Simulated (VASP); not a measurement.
A run of VASP 6.6.1:

Contents of INCAR:

```
PREC = Accurate ; ENCUT = 500
EDIFF = 1E-6 ; ISMEAR = -1
SIGMA = 0.05 ; LREAL = False
LASPH = True ; NELM = 120
ALGO = Normal ; ISIF = 2
LWAVE = False ; LCHARG = True
GGA = PE ; LELF = True
LVHAR = True ; NBANDS = 10
GGA_COMPAT = False
```

The input KPOINTS:

```
Automatic mesh
0
Gamma
  12 12 12
```

The input POSCAR:

```
Ir
1.0
    0.0000000000      1.9309740720      1.9309740720
    1.9309740720      0.0000000000      1.9309740720
    1.9309740720      1.9309740720      0.0000000000
Ir
1
Direct
    0.0000000000      0.0000000000      0.0000000000
```

Potentials or basis: VASP PAW PBE potentials, release 64 (Ir).

Command:

```bash
$ cat potpaw_PBE.64/Ir/POTCAR > POTCAR
$ mpirun -np 1 vasp_std > vasp.out
```

Hardware: 1 thread of AMD EPYC 9R45 96-Core Processor (Zen 5) (shared host).

Estimate the wall time of this run.

Wall time 5.7 s on 1 thread of AMD EPYC 9R45 96-Core Processor (Zen 5), with other jobs on the host, peak memory 0.1 GiB. Counts: scf iterations 12, k points 72.
